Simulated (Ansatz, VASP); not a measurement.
Ga in VASP and in Ansatz

```xyz
1
Lattice="-1.6810 1.6810 1.6810 1.6810 -1.6810 1.6810 1.6810 1.6810 -1.6810" Properties=species:S:1:pos:R:3 pbc="T T T"
Ga    0.0000    0.0000    0.0000
```

Alike in both runs: task relaxation of cell and atoms; functional PBEsol; k mesh 16 × 16 × 16; occupations fermi-dirac, width 0.1 eV; no spin polarisation.

```csv
,VASP,Ansatz
version,VASP 6.6.1,Ansatz 0.2.0
potentials or method,"VASP PAW PBE potentials, release 64 (Ga_d)","PAW with Ansatz's default frozen-core files, scalar-relativistic"
plane-wave cutoff (eV),600,420
valence electrons in the cell,13,13
```

|  | VASP | Ansatz | Ansatz less VASP |
| --- | --- | --- | --- |
| relaxed volume (Å³/atom) | 18.02 | 18.00 | -0.026 |
| relaxed cell length with the largest relative difference (Å) | 2.861 | 2.859 | -0.0014 |

VASP's potentials were made for PBE, not for PBEsol.
